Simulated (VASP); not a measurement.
Set up this calculation in VASP 6.6.1, as the native input.

```
Task                   : relaxation of shape and atoms at fixed volume
Functional             : PBEsol
Potentials or basis    : VASP PAW PBE potentials, release 64 (Mg, C)
Cutoff                 : 600 eV
k mesh                 : 8 × 8 × 6
Occupations            : gaussian, width 0.02 eV
Spin                   : no spin polarisation
Dipole correction      : no
Further INCAR settings : ALGO = Normal; EDIFF = 1e-06; IBRION = 2; EDIFFG = -0.01; NSW = 50; ISIF = 4
```

The structure of Mg2C3 lies in POSCAR:

```
Mg2C3
1.0
    2.3497337419     -2.2760986098      0.0095086471
    2.3497337419      2.2760986098      0.0095086471
   -1.1745593291      0.0000000000      4.7341842279
Mg C
2 3
Direct
    0.8089505524      0.8089505524      0.2006435354
    0.1910494476      0.1910494476      0.7993564646
    0.2991740294      0.2991740294      0.2621074267
    0.7008259706      0.7008259706      0.7378925733
    0.5000000000      0.5000000000      0.5000000000
```

This cell differs from its parent crystal: volume scaled by 0.94.

These files were run (other wordings do the same):

INCAR

```
SYSTEM = Mg2C3
PREC = Accurate
ENCUT = 600
EDIFF = 1E-6
ISMEAR = 0
SIGMA = 0.02
LREAL = .FALSE.
LASPH = .TRUE.
NELM = 100
ALGO = Normal
ISIF = 4
LWAVE = .FALSE.
LCHARG = .FALSE.
GGA = PS
IBRION = 2
NSW = 50
EDIFFG = -0.01
```

KPOINTS

```
Automatic mesh
0
G
  8 8 6
  0 0 0
```

Potentials or basis: VASP PAW PBE potentials, release 64 (Mg, C).

Run with:

```sh
$ cat potpaw_PBE.64/Mg/POTCAR potpaw_PBE.64/C/POTCAR > POTCAR
$ mpirun -np 1 vasp_std > vasp.out
```

Results of the run:

```yaml
Energy_gained_by_relaxing: 1.6 meV/atom
Ionic_steps: 20
Pressure_after_relaxing: 7.6 GPa
Largest_force_after_relaxing: 0.004 eV/Å
Band_gap_on_the_k_mesh: 1.75 eV, indirect (least direct gap 2.57 eV)
```

Caveat: the PAW data sets were made with another functional, which shifts forces and pressure a little.

It took 12 min on 1 thread of Intel Xeon 6975P-C, on a shared host, peak memory 0.24 GiB.
